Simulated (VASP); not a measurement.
# InP (zincblende type): relaxation of cell and atoms with PBE

InP (zincblende type):

```
CELL_PARAMETERS angstrom
0.00000 2.96851 2.96851
2.96851 0.00000 2.96851
2.96851 2.96851 0.00000
ATOMIC_POSITIONS crystal
In 0.00000 0.00000 0.00000
P 0.25000 0.25000 0.25000
```

```yaml
Program: VASP 6.6.1
Task: relaxation of cell and atoms
Functional: PBE
Potentials_or_basis: VASP PAW PBE potentials, release 64 (In_d, P)
Cutoff: 600 eV
k_mesh: 10 × 10 × 10
Occupations: fermi-dirac, width 0.02 eV
Spin: no spin polarisation
Dipole_correction: no
Further_INCAR_settings: ALGO = Normal; EDIFF = 1e-06; IBRION = 2; EDIFFG = -0.005; NSW = 60; ISIF = 3
```

```yaml
Relaxed_volume: 26.45 Å³/atom
Relaxed_cell: a = 4.214 Å, b = 4.214 Å, c = 4.214 Å, α = 60.00°, β = 60.00°, γ = 60.00°
Space_group_after_relaxing_to_0.05_Å: F-43m (No. 216)
Energy_gained_by_relaxing: 0.6 meV/atom
Ionic_steps: 3
Pressure_after_relaxing: 0.0 GPa
Band_gap_on_the_k_mesh: 0.44 eV, direct
```

The path:
```
step  energy change (eV)  largest force (eV/Å)  pressure (GPa)  volume (Å³)
   1              0.0000                0.0000            0.66        52.32
   2             -0.0010                0.0000           -0.28        53.14
   3             -0.0012                0.0000           -0.01        52.90
```

Final structure:
```yaml
crystal:
  lattice:
    - [0.00000, 2.97942, 2.97942]
    - [2.97942, 0.00000, 2.97942]
    - [2.97942, 2.97942, 0.00000]
  atoms:
    - { symbol: In, position: [0.00000, 0.00000, 0.00000] }
    - { symbol: P, position: [0.25000, 0.25000, 0.25000] }
```

Levels at points of the mesh, in eV from the valence-band top:
```tsv
k point	band 5	band 6	band 7	band 8	band 9	band 10	band 11	band 12	band 13
(0.00, 0.00, 0.00)	-13.97	-11.19	0.00	0.00	0.00	0.44	4.09	4.09	4.09
(0.50, 0.00, 0.00)	-13.96	-9.62	-5.47	-0.90	-0.90	1.38	4.80	4.80	6.99
(0.50, 0.50, 0.00)	-13.94	-9.03	-5.54	-2.16	-2.16	1.85	2.26	8.91	9.26
```

Run time: 40 s on 1 thread of Intel(R) Xeon(R) 6975P-C (Granite Rapids), on a shared host, peak memory 0.23 GiB.

Caveat: spin-orbit coupling is left out, which moves the levels of the heavy elements. As with any semilocal functional, this PBE gap is likely too small.
